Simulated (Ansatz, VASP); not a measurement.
**One calculation of CdSe, two programs**

```
Cd Se
1.0
     0.00000    3.00887    3.07027
     3.00887    0.00000    3.07027
     3.00887    3.00887    0.00000
Cd Se
1 1
Direct
  0.00000 0.00000 0.00000
  0.25000 0.25000 0.25000
```

Change from the starting cell: equal xx and yy strain of -2 %, crystal datasets.

Alike in both runs: task electric field gradients; functional PBE; k mesh 8 × 8 × 8; occupations fermi-dirac, width 0.03 eV; no spin polarisation.

```csv
,VASP,Ansatz
version,VASP 6.6.1,Ansatz 0.2.0
potentials or method,"VASP PAW PBE potentials, release 64 (Cd, Se), cutoff 400 eV","all-electron PAW with datasets made for the crystal, scalar-relativistic"
```

```tsv
	VASP	Ansatz	Ansatz less VASP
pressure (GPa)	3.5	3.5	+0.08
traceless stress, the component that is largest in VASP (GPa)	-0.19	-0.20	-0.005
size of Vzz on the site where it differs most (V/Å²)	8.1	8.4	+0.33
```

Ansatz ran all-electron here, and VASP with PAW potentials.
